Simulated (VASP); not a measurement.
# BC5 (P3m1) in VASP: notebook

BC5 is run at these levels: PBE; tasks: single point.

Everything below comes from runs of VASP 6.6.1. Logs are shortened: lines on timing, memory, paths and dates and some standing lists are left out, and cuts for length are marked.

### Step 1. The cell of the first run

Symmetry: P3m1, No. 156, trigonal system. Conventional cell: a = 2.552 Å, b = 2.552 Å, c = 6.400 Å, α = 90.00°, β = 90.00°, γ = 120.00°. B (site symmetry 3m) has 4 C at 1.61 to 1.63 Å within 2.1 Å. Within 2.1 Å of C (site symmetry 3m) lie 3 C at 1.56 Å and 1 B at 1.61 Å. C (site symmetry 3m) has 4 C at 1.55 to 1.56 Å within 2.1 Å. Within 2.0 Å of C (site symmetry 3m) lie 4 C at 1.50 to 1.57 Å. C (site symmetry 3m) has 4 C at 1.55 to 1.57 Å within 2.1 Å. C (site symmetry 3m) has 1 C at 1.50 Å and 3 B at 1.63 Å within 2.0 Å.

### Step 2. Single point, PBE

The input, INCAR:

```
SYSTEM = BC5
ALGO     = Normal         ! electronic algorithm
EDIFF    = 1E-6           ! SCF threshold, eV
ENCUT    = 520            ! plane-wave cutoff, eV
GGA      = PE             ! functional
ISIF     = 2              ! what is computed and relaxed
ISMEAR   = -1             ! smearing method
LASPH    = .TRUE.         ! aspherical terms in the spheres
LCHARG   = .FALSE.        ! write CHGCAR
LREAL    = .FALSE.        ! projectors in reciprocal space
LWAVE    = .FALSE.        ! write WAVECAR
NBANDS   = 20             ! bands
NELM     = 60             ! most SCF steps
PREC     = Accurate       ! precision mode
SIGMA    = 0.1            ! smearing width, eV
```

The input, KPOINTS:

```
k-points
0
G
  3 3 1
  0 0 0
```

The input, POSCAR:

```
BC5
1.0
    2.5515510000      0.0000000000      0.0000000000
   -1.2757755000      2.2097079851      0.0000000000
    0.0000000000      0.0000000000      6.3996570000
B C
1 5
Direct
    0.3333330000      0.6666670000      0.0075860000
    0.3333330000      0.6666670000      0.2595110000
    0.6666670000      0.3333330000      0.3390330000
    0.0000000000      0.0000000000      0.6645630000
    0.6666670000      0.3333330000      0.5813640000
    0.0000000000      0.0000000000      0.8989420000
```

Potentials or basis: VASP PAW PBE potentials, release 64 (B, C).

Run with:

```sh
> cat potpaw_PBE.64/B/POTCAR potpaw_PBE.64/C/POTCAR > POTCAR
> mpirun -np 1 vasp_std > vasp.out
```

OUTCAR:

```text
SYSTEM = BC5
   EDIFF = 1E-6
   ENCUT = 520
   GGA = PE
   ISIF = 2
   ISMEAR = -1
   LASPH = .TRUE.
   LREAL = .FALSE.
   NELM = 60
   PREC = Accurate

 ion  position               nearest neighbor table
   1  0.333  0.667  0.008-   2 1.61   6 1.63   6 1.63   6 1.63
   2  0.333  0.667  0.260-   3 1.56   3 1.56   3 1.56   1 1.61
   3  0.667  0.333  0.339-   5 1.55   2 1.56   2 1.56   2 1.56
   4  0.000  0.000  0.665-   6 1.50   5 1.57   5 1.57   5 1.57
   5  0.667  0.333  0.581-   3 1.55   4 1.57   4 1.57   4 1.57
   6  0.000  0.000  0.899-   4 1.50   1 1.63   1 1.63   1 1.63

  LATTYP: Found a hexagonal cell.
 ALAT       =     2.5515510000
 C/A-ratio  =     2.5081438701

  Lattice vectors:

 A1 = (   2.5515510000,   0.0000000000,   0.0000000000)
 A2 = (  -1.2757755000,   2.2097079851,   0.0000000000)
 A3 = (   0.0000000000,   0.0000000000,   6.3996570000)

Analysis of symmetry for initial positions (statically):
=====================================================================
 Subroutine PRICEL returns:
 Original cell was already a primitive cell.

 Routine SETGRP: Setting up the symmetry group for a
 hexagonal supercell.

 Subroutine GETGRP returns: Found  6 space group operations
 (whereof  6 operations were pure point group operations)
 out of a pool of 24 trial point group operations.

The static configuration has the point symmetry C_3v.

Analysis of symmetry for dynamics (positions and initial velocities):
=====================================================================
 Subroutine PRICEL returns:
 Original cell was already a primitive cell.

 Routine SETGRP: Setting up the symmetry group for a
 hexagonal supercell.

 Subroutine GETGRP returns: Found  6 space group operations
 (whereof  6 operations were pure point group operations)
 out of a pool of 24 trial point group operations.

The dynamic configuration has the point symmetry C_3v.

 Subroutine INISYM returns: Found  6 space group operations
 (whereof  6 operations are pure point group operations),
 and found     1 'primitive' translations

----------------------------------------------------------------------------------------

                                     Primitive cell

  volume of cell :      36.0824

  direct lattice vectors                    reciprocal lattice vectors
     2.551551000  0.000000000  0.000000000     0.391918484  0.226274242  0.000000000
    -1.275775500  2.209707985  0.000000000     0.000000000  0.452548485  0.000000000
     0.000000000  0.000000000  6.399657000     0.000000000  0.000000000  0.156258374

  length of vectors
     2.551551000  2.551551000  6.399657000     0.452548485  0.452548485  0.156258374

  position of ions in fractional coordinates (direct lattice)
     0.333333000  0.666667000  0.007586000
     0.333333000  0.666667000  0.259511000
     0.666667000  0.333333000  0.339033000
     0.000000000  0.000000000  0.664563000
     0.666667000  0.333333000  0.581364000
     0.000000000  0.000000000  0.898942000

  ion indices of the primitive-cell ions
   primitive index   ion index
                 1           1
                 2           2
                 3           3
                 4           4
                 5           5
                 6           6

----------------------------------------------------------------------------------------

 KPOINTS: k-points

Automatic generation of k-mesh.
 Grid dimensions read from file:
 generate k-points for:    3    3    1

 Generating k-lattice:

  Cartesian coordinates                     Fractional coordinates (reciprocal lattice)
     0.130639495  0.075424747  0.000000000     0.333333333  0.000000000  0.000000000
     0.000000000  0.150849495  0.000000000     0.000000000  0.333333333  0.000000000
     0.000000000  0.000000000  0.156258374     0.000000000  0.000000000  1.000000000

  Length of vectors
     0.150849495  0.150849495  0.156258374

  Shift w.r.t. Gamma in fractional coordinates (k-lattice)
     0.000000000  0.000000000  0.000000000

 Subroutine IBZKPT returns following result:
 ===========================================

 Found      3 irreducible k-points:

 Following reciprocal coordinates:
            Coordinates               Weight
  0.000000  0.000000  0.000000      1.000000
  0.333333  0.000000  0.000000      6.000000
  0.333333  0.333333  0.000000      2.000000
   k-points           NKPTS =      3   k-points in BZ     NKDIM =      3   number of bands    NBANDS=     20
   number of dos      NEDOS =    301   number of ions     NIONS =      6
   total plane-waves  NPLWV =  19200
   dimension x,y,z NGX =    20 NGY =   20 NGZ =   48
   dimension x,y,z NGXF=    40 NGYF=   40 NGZF=   96
   ions per type =               1   5
   NGX,Y,Z   is equivalent  to a cutoff of  13.03, 13.03, 12.47 a.u.
   NGXF,Y,Z  is equivalent  to a cutoff of  26.06, 26.06, 24.94 a.u.
 SYSTEM =  BC5
   PREC   = accura    normal or accurate (medium, high low for compatibility)
   ISTART =      0    job   : 0-new  1-cont  2-samecut
   ICHARG =      2    charge: 1-file 2-atom 10-const
   ISPIN  =      1    spin polarized calculation?
   LNONCOLLINEAR =      F non collinear calculations
   LSORBIT =      F    spin-orbit coupling
   LASPH  =      T    aspherical Exc in radial PAW
   ENCUT  =  520.0 eV  38.22 Ry    6.18 a.u.   4.74  4.74 11.90*2*pi/ulx,y,z
   NELM   =     60;   NELMIN=  2; NELMDL= -5     # of ELM steps
   EDIFF  = 0.1E-05   stopping-criterion for ELM
   LREAL  =      F    real-space projection
   EDIFFG = 0.1E-04   stopping-criterion for IOM
   NSW    =      0    number of steps for IOM
   IBRION =     -1    ionic relax: 0-MD 1-quasi-New 2-CG
   NFREE  =      0    steps in history (QN), initial steepest desc. (CG)
   ISIF   =      2    stress and relaxation
   ISYM   =      2    0-nonsym 1-usesym 2-fastsym
   POTIM  = 0.5000    time-step for ionic-motion
   TEBEG  =    0.0;   TEEND  =   0.0 temperature during run
   PSTRESS=    0.0 pullay stress
   NELECT =      23.0000    total number of electrons
   NUPDOWN=      -1.0000    fix difference up-down
   EMIN   =  10.00;   EMAX   =-10.00  energy-range for DOS
   EFERMI =   0.00;   METHOD = LEGACY
   ISMEAR =    -1;   SIGMA  =   0.10  broadening in eV -4-tet -1-fermi 0-gaus
   EFERMI_NEDOS =   21; number of points for ismear=-14 and -15
   IALGO  =     38    algorithm
   IMIX   =      4    mixing-type and parameters
     AMIX     =   0.40;   BMIX     =  1.00
     AMIX_MAG =   1.60;   BMIX_MAG =  1.00
  volume/ion in A,a.u.               =       6.01        40.58
  Fermi-wavevector in a.u.,A,eV,Ry     =   1.408917  2.662468 27.008217  1.985048
  Thomas-Fermi vector in A             =   2.531026
   LORBIT       =      0    0 simple, 1 ext, 2 COOP (PROOUT), +10 PAW based schemes
   GGA     = PE    functional components
   LHFCALC =     F    Hartree Fock is set to
   AEXX    =    0.0000 exact exchange contribution
   IVDW    =     0    specifies the selected vdW correction
   LEPSILON=     F    determine dielectric tensor
   LRPA    =     F    only Hartree local field effects (RPA)
 non-spin polarized calculation
  energy-cutoff  :      520.00
  volume of cell :       36.08
 maximum number of plane-waves:       983
 NGX is ok and might be reduce to    20
   NGX =  9   NGY =  9   NGZ = 23

 number of electron      23.0000000 magnetization

 Free energy of the ion-electron system (eV)
  ---------------------------------------------------
  ext. energy  EPLUGINS =         0.00000000
  ---------------------------------------------------
  free energy    TOTEN  =       -50.76144412 eV

  energy without entropy =      -50.68518188  energy(sigma->0) =      -50.72331300

 E-fermi :   7.9877     XC(G=0): -12.8740

 val. band max:        7.8771358049   @ k =   0.3333   0.0000   0.0000
 cond. band min:       8.6556388034   @ k =   0.0000   0.0000   0.0000
 fundamental gap:      0.7785029985
 Fermi energy:         7.9876657079

 k-point     1 :       0.0000    0.0000    0.0000
  band No.  band energies     occupation
      1     -11.9930      2.00000
      2      -9.3832      2.00000
      3      -7.4021      2.00000
      4      -0.4183      2.00000
      5       0.4068      2.00000
      6       6.1887      2.00000
[... 12 lines left out ...]
     19      18.5175      0.00000
     20      19.0270      0.00000

 k-point     2 :       0.3333    0.0000    0.0000
  band No.  band energies     occupation
      1      -9.3929      2.00000
      2      -6.9074      2.00000
      3      -4.9674      2.00000
      4      -1.4316      2.00000
      5       0.2450      2.00000
      6       1.6751      2.00000
[... 12 lines left out ...]
     19      19.5235      0.00000
     20      21.3264      0.00000

 k-point     3 :       0.3333    0.3333    0.0000
  band No.  band energies     occupation
      1      -5.3474      2.00000
      2      -5.0797      2.00000
      3      -3.6565      2.00000
      4      -2.1646      2.00000
      5      -1.1890      2.00000
      6      -0.5553      2.00000
[... 12 lines left out ...]
     19      21.9338      0.00000
     20      22.9014      0.00000

------------------------ aborting loop because EDIFF is reached ----------------------------------------

  FORCE on cell =-STRESS in cart. coord.  units (eV):
  Direction    XX          YY          ZZ          XY          YZ          ZX
  --------------------------------------------------------------------------------------
  -------------------------------------------------------------------------------------
  Total        1.5386772      1.5386772     -1.7157748     -0.0000000      0.0000000      0.0000000
  in kB       68.3222674     68.3222674    -76.1859732     -0.0000000      0.0000000      0.0000000
  external PRESSURE =      20.1528538 kB  Pullay stress =       0.0000000 kB

 VOLUME and BASIS-vectors are now :
 -----------------------------------------------------------------------------
  energy-cutoff  :      520.00
  volume of cell :       36.08
      direct lattice vectors                 reciprocal lattice vectors
     2.551551000  0.000000000  0.000000000     0.391918484  0.226274242  0.000000000
    -1.275775500  2.209707985  0.000000000     0.000000000  0.452548485  0.000000000
     0.000000000  0.000000000  6.399657000     0.000000000  0.000000000  0.156258374

 POSITION                                       TOTAL-FORCE (eV/Angst)
 -----------------------------------------------------------------------------------
     -0.00000      1.47314      0.04855         0.000000      0.000000     -0.884159
     -0.00000      1.47314      1.66078        -0.000000      0.000000      0.756810
      1.27578      0.73657      2.16969         0.000000     -0.000000     -0.518281
      0.00000      0.00000      4.25298         0.000000     -0.000000     -0.719549
      1.27578      0.73657      3.72053        -0.000000     -0.000000      0.421719
      0.00000      0.00000      5.75292         0.000000     -0.000000      0.943460
 -----------------------------------------------------------------------------------
    total drift:                               -0.000244      0.000141      0.000041

  FREE ENERGIE OF THE ION-ELECTRON SYSTEM (eV)
  ---------------------------------------------------
  free  energy   TOTEN  =       -50.7614441160 eV

  energy  without entropy=      -50.6851818791  energy(sigma->0) =      -50.72331300
```

It used 5 s of CPU time on 1 thread of AMD EPYC 7R13 Processor (Zen 3), on a shared host.

What came out:

```yaml
Free_energy: -50.7614 eV
Pressure: 2.0 GPa
Largest_force: 0.943 eV/Å
Band_gap_on_the_k_mesh: zero (an odd number of electrons rules out a gap without spin polarisation)
```

Forces in eV/Å, atoms in the order of the input:
```
B    0.000  0.000 -0.884
C    0.000  0.000  0.757
C    0.000  0.000 -0.518
C    0.000  0.000 -0.720
C    0.000  0.000  0.422
C    0.000  0.000  0.943
```

Caveat: the k points lie up to 0.98 Å⁻¹ apart, too coarse for converged energies and pressures of a metal.

### Step 3. Single point, PBE

The input, INCAR:

```
  PREC = Accurate
  ENCUT = 520
  EDIFF = 1E-7
  ISMEAR = -1
  SIGMA = 0.1
  LREAL = F
  LASPH = T
  NELM = 80
  ALGO = Normal
  ISIF = 2
  LWAVE = F
  LCHARG = F
  GGA = PE
  NBANDS = 20
```

The input, KPOINTS:

```
Automatic mesh
0
Gamma
  5 5 2
```

POSCAR is that of step 2.

Potentials or basis: VASP PAW PBE potentials, release 64 (B, C).

Run with:

```sh
> cat potpaw_PBE.64/B/POTCAR potpaw_PBE.64/C/POTCAR > POTCAR
> mpirun -np 1 vasp_std > vasp.out
```

Wall time 13 s (1 thread of AMD EPYC 7R13 (Zen 3), shared host); peak memory 0.11 GiB.

It converged, with:

```
Free energy            : -51.3609 eV
Pressure               : -0.1 GPa
Largest force          : 0.634 eV/Å
Band gap on the k mesh : zero (an odd number of electrons rules out a gap without spin polarisation)
```

Forces in eV/Å, atoms in the order of the input:
```
B    0.000  0.000 -0.634
C    0.000  0.000  0.437
C    0.000  0.000 -0.416
C    0.000  0.000 -0.386
C    0.000  0.000  0.390
C    0.000  0.000  0.608
```

Levels at points of the mesh, in eV from the Fermi level:
| k point | band 10 | band 11 | band 12 | band 13 | band 14 | band 15 |
| --- | --- | --- | --- | --- | --- | --- |
| (0.00, 0.00, 0.00) | 0.72 | 2.59 | 2.59 | 6.69 | 6.69 | 6.91 |
| (0.00, 0.00, 0.50) | -0.30 | 2.23 | 2.23 | 7.55 | 7.55 | 8.12 |

Caveat: the k points lie up to 0.57 Å⁻¹ apart, too coarse for converged energies and pressures of a metal.
